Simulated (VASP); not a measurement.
# Pd (P6/mmm) in VASP: further runs, part 2 of 2

VASP 6.6.1.

## 5. Single point, PBE (volume scaled by 0.76)

File INCAR:

```
SYSTEM = Pd
ALGO = Normal ; EDIFF = 1E-6
ENCUT = 520 ; GGA = PE
ISIF = 2 ; ISMEAR = -1
LASPH = .TRUE. ; LCHARG = .FALSE.
LREAL = .FALSE. ; LWAVE = .FALSE.
NBANDS = 11 ; NELM = 60
PREC = Accurate ; SIGMA = 0.08
```

File KPOINTS:

```
k-points
0
G
  16 16 15
  0 0 0
```

File POSCAR:

```
Pd
1.0
    2.4702350603      0.0000000000      0.0000000000
   -1.2351175302      2.1392863156      0.0000000000
    0.0000000000      0.0000000000      2.3893727006
Pd
1
Direct
    0.0000000000      0.0000000000      0.0000000000
```

Potentials or basis: VASP PAW PBE potentials, release 64 (Pd).

The run is started by

```console
> cat potpaw_PBE.64/Pd/POTCAR > POTCAR
> mpirun -np 1 vasp_std > vasp.out
```

OUTCAR:

```text
SYSTEM = Pd
   EDIFF = 1E-6
   ENCUT = 520
   GGA = PE
   ISIF = 2
   ISMEAR = -1
   LASPH = .TRUE.
   LREAL = .FALSE.
   NELM = 60
   PREC = Accurate

 ion  position               nearest neighbor table
   1  0.000  0.000  0.000-

  LATTYP: Found a hexagonal cell.
 ALAT       =     2.4702350603
 C/A-ratio  =     0.9672653178

  Lattice vectors:

 A1 = (   2.4702350603,   0.0000000000,   0.0000000000)
 A2 = (  -1.2351175302,   2.1392863156,   0.0000000000)
 A3 = (   0.0000000000,   0.0000000000,   2.3893727006)

Analysis of symmetry for initial positions (statically):
=====================================================================
 Subroutine PRICEL returns:
 Original cell was already a primitive cell.

 Routine SETGRP: Setting up the symmetry group for a
 hexagonal supercell.

 Subroutine GETGRP returns: Found 24 space group operations
 (whereof 24 operations were pure point group operations)
 out of a pool of 24 trial point group operations.

The static configuration has the point symmetry D_6h.

Analysis of symmetry for dynamics (positions and initial velocities):
=====================================================================
 Subroutine PRICEL returns:
 Original cell was already a primitive cell.

 Routine SETGRP: Setting up the symmetry group for a
 hexagonal supercell.

 Subroutine GETGRP returns: Found 24 space group operations
 (whereof 24 operations were pure point group operations)
 out of a pool of 24 trial point group operations.

The dynamic configuration has the point symmetry D_6h.

 Subroutine INISYM returns: Found 24 space group operations
 (whereof 24 operations are pure point group operations),
 and found     1 'primitive' translations

----------------------------------------------------------------------------------------

                                     Primitive cell

  volume of cell :      12.6267

  direct lattice vectors                    reciprocal lattice vectors
     2.470235060  0.000000000  0.000000000     0.404819774  0.233722806  0.000000000
    -1.235117530  2.139286316  0.000000000     0.000000000  0.467445612  0.000000000
     0.000000000  0.000000000  2.389372701     0.000000000  0.000000000  0.418519890

  length of vectors
     2.470235060  2.470235060  2.389372701     0.467445612  0.467445612  0.418519890

  position of ions in fractional coordinates (direct lattice)
     0.000000000  0.000000000  0.000000000

  ion indices of the primitive-cell ions
   primitive index   ion index
                 1           1

----------------------------------------------------------------------------------------

 KPOINTS: k-points

Automatic generation of k-mesh.
 Grid dimensions read from file:
 generate k-points for:   16   16   15

 Generating k-lattice:

  Cartesian coordinates                     Fractional coordinates (reciprocal lattice)
     0.025301236  0.014607675  0.000000000     0.062500000  0.000000000  0.000000000
     0.000000000  0.029215351  0.000000000     0.000000000  0.062500000  0.000000000
     0.000000000  0.000000000  0.027901326     0.000000000  0.000000000  0.066666667

  Length of vectors
     0.029215351  0.029215351  0.027901326

  Shift w.r.t. Gamma in fractional coordinates (k-lattice)
     0.000000000  0.000000000  0.000000000

 Subroutine IBZKPT returns following result:
 ===========================================

 Found    240 irreducible k-points:

 Following reciprocal coordinates:
            Coordinates               Weight
  0.000000  0.000000  0.000000      1.000000
  0.062500  0.000000  0.000000      6.000000
  0.125000  0.000000  0.000000      6.000000
  0.187500  0.000000  0.000000      6.000000
  0.250000  0.000000  0.000000      6.000000
  0.312500  0.000000  0.000000      6.000000
[... 16 lines left out ...]
  0.187500  0.187500  0.000000      6.000000
  0.250000  0.187500  0.000000     12.000000
 [... further k-points ...]
   k-points           NKPTS =    240   k-points in BZ     NKDIM =    240   number of bands    NBANDS=     11
   number of dos      NEDOS =    301   number of ions     NIONS =      1
   total plane-waves  NPLWV =   5832
   dimension x,y,z NGX =    18 NGY =   18 NGZ =   18
   dimension x,y,z NGXF=    36 NGYF=   36 NGZF=   36
   ions per type =               1
   NGX,Y,Z   is equivalent  to a cutoff of  12.11, 12.11, 12.52 a.u.
   NGXF,Y,Z  is equivalent  to a cutoff of  24.23, 24.23, 25.05 a.u.
 SYSTEM =  Pd
   PREC   = accura    normal or accurate (medium, high low for compatibility)
   ISTART =      0    job   : 0-new  1-cont  2-samecut
   ICHARG =      2    charge: 1-file 2-atom 10-const
   ISPIN  =      1    spin polarized calculation?
   LNONCOLLINEAR =      F non collinear calculations
   LSORBIT =      F    spin-orbit coupling
   LASPH  =      T    aspherical Exc in radial PAW
   ENCUT  =  520.0 eV  38.22 Ry    6.18 a.u.   4.59  4.59  4.44*2*pi/ulx,y,z
   NELM   =     60;   NELMIN=  2; NELMDL= -5     # of ELM steps
   EDIFF  = 0.1E-05   stopping-criterion for ELM
   LREAL  =      F    real-space projection
   EDIFFG = 0.1E-04   stopping-criterion for IOM
   NSW    =      0    number of steps for IOM
   IBRION =     -1    ionic relax: 0-MD 1-quasi-New 2-CG
   NFREE  =      0    steps in history (QN), initial steepest desc. (CG)
   ISIF   =      2    stress and relaxation
   ISYM   =      2    0-nonsym 1-usesym 2-fastsym
   POTIM  = 0.5000    time-step for ionic-motion
   TEBEG  =    0.0;   TEEND  =   0.0 temperature during run
   PSTRESS=    0.0 pullay stress
   NELECT =      10.0000    total number of electrons
   NUPDOWN=      -1.0000    fix difference up-down
   EMIN   =  10.00;   EMAX   =-10.00  energy-range for DOS
   EFERMI =   0.00;   METHOD = LEGACY
   ISMEAR =    -1;   SIGMA  =   0.08  broadening in eV -4-tet -1-fermi 0-gaus
   EFERMI_NEDOS =   21; number of points for ismear=-14 and -15
   IALGO  =     38    algorithm
   IMIX   =      4    mixing-type and parameters
     AMIX     =   0.40;   BMIX     =  1.00
     AMIX_MAG =   1.60;   BMIX_MAG =  1.00
  volume/ion in A,a.u.               =      12.63        85.21
  Fermi-wavevector in a.u.,A,eV,Ry     =   1.514646  2.862266 31.213839  2.294152
  Thomas-Fermi vector in A             =   2.624276
   LORBIT       =      0    0 simple, 1 ext, 2 COOP (PROOUT), +10 PAW based schemes
   GGA     = PE    functional components
[... 5 lines left out ...]
 non-spin polarized calculation
  energy-cutoff  :      520.00
  volume of cell :       12.63
 maximum number of plane-waves:       352
   NGX =  9   NGY =  9   NGZ =  9

 number of electron      10.0000000 magnetization

 number of electron       9.9999997 magnetization

 Free energy of the ion-electron system (eV)
  ---------------------------------------------------
  ext. energy  EPLUGINS =         0.00000000
  ---------------------------------------------------
  free energy    TOTEN  =        -4.23385741 eV

  energy without entropy =       -4.21638599  energy(sigma->0) =       -4.22512170

 E-fermi :  12.8730     XC(G=0): -14.0991

 val. band max:       12.8685026371   @ k =   0.1250   0.0625   0.0000
 cond. band min:      12.8748546841   @ k =   0.3750   0.0625   0.3333
 fundamental gap:      0.0063520470
 Fermi energy:        12.8729923377

 k-point     1 :       0.0000    0.0000    0.0000
  band No.  band energies     occupation
      1       4.3690      2.00000
      2       5.9889      2.00000
      3       8.9385      2.00000
      4       8.9385      2.00000
      5      13.0266      0.25572
      6      13.0266      0.25572
      7      30.3246      0.00000
      8      30.6060      0.00000
      9      38.1313      0.00000
     10      38.2866      0.00000
     11      38.2866      0.00000

 k-point     2 :       0.0625    0.0000    0.0000
  band No.  band energies     occupation
      1       4.5411      2.00000
      2       6.0498      2.00000
      3       8.8289      2.00000
      4       9.0710      2.00000
      5      12.8987      0.84099
      6      13.0041      0.32538
      7      30.5566      0.00000
      8      30.9095      0.00000
      9      36.9161      0.00000
     10      37.6998      0.00000
     11      38.2610      0.00000
[... 295 lines left out ...]
 k-point    24 :       0.2500    0.1875    0.0000
  band No.  band energies     occupation
      1       7.1353      2.00000
      2       7.1787      2.00000
      3       8.7371      2.00000
      4      10.9005      2.00000
      5      12.1607      1.99973
      6      14.4236      0.00000
      7      25.1489      0.00000
      8      26.5777      0.00000
      9      35.4530      0.00000
     10      38.2791      0.00000
     11      38.7266      0.00000

 [... further k-points ...]
[... 5 lines left out ...]
  --------------------------------------------------------------------------------------
  -------------------------------------------------------------------------------------
  Total        6.3362041      6.3362041      6.3052504     -0.0000000      0.0000000     -0.0000000
  in kB      803.9863036    803.9863037    800.0586597     -0.0000000      0.0000000     -0.0000000
  external PRESSURE =     802.6770890 kB  Pullay stress =       0.0000000 kB

 VOLUME and BASIS-vectors are now :
 -----------------------------------------------------------------------------
  energy-cutoff  :      520.00
  volume of cell :       12.63
      direct lattice vectors                 reciprocal lattice vectors
     2.470235060  0.000000000  0.000000000     0.404819774  0.233722806  0.000000000
    -1.235117530  2.139286316  0.000000000     0.000000000  0.467445612  0.000000000
     0.000000000  0.000000000  2.389372701     0.000000000  0.000000000  0.418519890

 POSITION                                       TOTAL-FORCE (eV/Angst)
 -----------------------------------------------------------------------------------
      0.00000      0.00000      0.00000         0.000000      0.000000      0.000000
 -----------------------------------------------------------------------------------
    total drift:                                0.000000      0.000000      0.000000

  FREE ENERGIE OF THE ION-ELECTRON SYSTEM (eV)
  ---------------------------------------------------
  free  energy   TOTEN  =        -4.2338574079 eV

  energy  without entropy=       -4.2163859874  energy(sigma->0) =       -4.22512170
```

stdout:

```text
POSCAR found type information on POSCAR Pd
 POSCAR found :  1 types and       1 ions
 scaLAPACK will be used
 LDA part: xc-table for (Slater+PW92), standard interpolation
 POSCAR, INCAR and KPOINTS ok, starting setup
 FFT: planning ... GRIDC
 FFT: planning ... GRID_SOFT
 FFT: planning ... GRID
 WAVECAR not read
 entering main loop
```

Run time: 26 s. Hardware: 1 thread of Intel Xeon Platinum 8488C (Sapphire Rapids), shared host; peak memory 0.14 GiB.

What came out:

| Quantity | Value |
| --- | --- |
| Free energy | -4.2339 eV |
| Pressure | 80.3 GPa |
| Band gap on the k mesh | zero (band 5 reaches 14.33 eV, above the bottom of band 6 at 11.05 eV) |

Stress tensor (GPa, compression positive):
```
80.40  0.00  0.00
 0.00 80.40  0.00
 0.00  0.00 80.01
```

Levels at points of the mesh, in eV from the Fermi level:
```
           k point  band 3  band 4  band 5  band 6  band 7  band 8
(0.00, 0.00, 0.00)   -3.93   -3.93    0.15    0.15   17.45   17.73
(0.50, 0.00, 0.00)   -2.51   -0.41    0.54    0.56    8.62   16.38
```

## 6. Single point, PBE (volume scaled by 0.76)

File INCAR:

```
ALGO = Normal
EDIFF = 1E-7
ENCUT = 520
GGA = PE
ISIF = 2
ISMEAR = -1
LASPH = True
LCHARG = False
LREAL = False
LWAVE = False
NBANDS = 11
NELM = 80
PREC = Accurate
SIGMA = 0.08
```

File KPOINTS:

```
k-points
0
Gamma
  16 16 15
```

POSCAR is that of step 5.

Potentials or basis: VASP PAW PBE potentials, release 64 (Pd).

The run is started by

```console
> cat potpaw_PBE.64/Pd/POTCAR > POTCAR
> mpirun -np 1 vasp_std > vasp.out
```

OUTCAR:

```text
EDIFF = 1E-7
   ENCUT = 520
   GGA = PE
   ISIF = 2
   ISMEAR = -1
   LASPH = True
   LREAL = False
   NELM = 80
   PREC = Accurate

 ion  position               nearest neighbor table
   1  0.000  0.000  0.000-

  LATTYP: Found a hexagonal cell.
 ALAT       =     2.4702350603
 C/A-ratio  =     0.9672653178

  Lattice vectors:

 A1 = (   2.4702350603,   0.0000000000,   0.0000000000)
 A2 = (  -1.2351175302,   2.1392863156,   0.0000000000)
 A3 = (   0.0000000000,   0.0000000000,   2.3893727006)

Analysis of symmetry for initial positions (statically):
=====================================================================
 Subroutine PRICEL returns:
 Original cell was already a primitive cell.

 Routine SETGRP: Setting up the symmetry group for a
 hexagonal supercell.

 Subroutine GETGRP returns: Found 24 space group operations
 (whereof 24 operations were pure point group operations)
 out of a pool of 24 trial point group operations.

The static configuration has the point symmetry D_6h.

Analysis of symmetry for dynamics (positions and initial velocities):
[... 161 lines left out ...]
 cond. band min:      12.8749271912   @ k =   0.3750   0.0625   0.3333
 fundamental gap:      0.0063115894
 Fermi energy:        12.8730749643

 k-point     1 :       0.0000    0.0000    0.0000
  band No.  band energies     occupation
      1       4.3690      2.00000
      2       5.9890      2.00000
      3       8.9385      2.00000
      4       8.9385      2.00000
      5      13.0267      0.25563
      6      13.0267      0.25563
      7      30.3246      0.00000
      8      30.6060      0.00000
      9      38.1315      0.00000
     10      38.2866      0.00000
     11      38.2866      0.00000
[... 309 lines left out ...]
 k-point    24 :       0.2500    0.1875    0.0000
  band No.  band energies     occupation
      1       7.1353      2.00000
      2       7.1788      2.00000
      3       8.7372      2.00000
      4      10.9006      2.00000
      5      12.1608      1.99973
      6      14.4237      0.00000
      7      25.1490      0.00000
      8      26.5778      0.00000
      9      35.4530      0.00000
     10      38.2793      0.00000
     11      38.7266      0.00000

 [... further k-points ...]
[... 5 lines left out ...]
  --------------------------------------------------------------------------------------
  -------------------------------------------------------------------------------------
  Total        6.3349646      6.3349646      6.3046711     -0.0000000     -0.0000000      0.0000000
  in kB      803.8290248    803.8290248    799.9851463     -0.0000000     -0.0000000      0.0000000
  external PRESSURE =     802.5477320 kB  Pullay stress =       0.0000000 kB

 VOLUME and BASIS-vectors are now :
 -----------------------------------------------------------------------------
  energy-cutoff  :      520.00
  volume of cell :       12.63
      direct lattice vectors                 reciprocal lattice vectors
     2.470235060  0.000000000  0.000000000     0.404819774  0.233722806  0.000000000
    -1.235117530  2.139286316  0.000000000     0.000000000  0.467445612  0.000000000
     0.000000000  0.000000000  2.389372701     0.000000000  0.000000000  0.418519890

 POSITION                                       TOTAL-FORCE (eV/Angst)
 -----------------------------------------------------------------------------------
      0.00000      0.00000      0.00000        -0.000000      0.000000      0.000000
 -----------------------------------------------------------------------------------
    total drift:                                0.000000      0.000000      0.000000

  FREE ENERGIE OF THE ION-ELECTRON SYSTEM (eV)
  ---------------------------------------------------
  free  energy   TOTEN  =        -4.2338574843 eV

  energy  without entropy=       -4.2163856155  energy(sigma->0) =       -4.22512155
```

stdout:

```text
POSCAR found type information on POSCAR Pd
 POSCAR found :  1 types and       1 ions
 scaLAPACK will be used
 LDA part: xc-table for (Slater+PW92), standard interpolation
 POSCAR, INCAR and KPOINTS ok, starting setup
 FFT: planning ... GRIDC
 FFT: planning ... GRID_SOFT
 FFT: planning ... GRID
 WAVECAR not read
 entering main loop
```

Run time: 31 s. Hardware: 1 thread of Intel Xeon Platinum 8488C (Sapphire Rapids), shared host; peak memory 0.14 GiB.

What came out:

```yaml
Free_energy: -4.2339 eV
Pressure: 80.3 GPa
Band_gap_on_the_k_mesh: zero (band 5 reaches 14.33 eV, above the bottom of band 6 at 11.05 eV)
```

## 7. The runs side by side

| cell | gap on the mesh (eV) | pressure (GPa) |
| --- | --- | --- |
| a = 2.288, b = 2.288, c = 2.198 Å, angles 90.0, 90.0, 120.0°, 1 atom | none | 275.3 |
| a = 2.383, b = 2.383, c = 2.297 Å, angles 90.0, 90.0, 120.0°, 1 atom | none | 151.1 |
| a = 2.470, b = 2.470, c = 2.389 Å, angles 90.0, 90.0, 120.0°, 1 atom | none | 80.3 |

Alike in all rows: task single point; level PBE; potentials or basis VASP PAW PBE potentials, release 64 (Pd); no spin polarisation; k mesh 16 × 16 × 15; cutoff (eV) 520; smearing fermi-dirac 0.08 eV.

Total energies depend on the potentials used, so only differences within one code and one set of settings carry meaning.
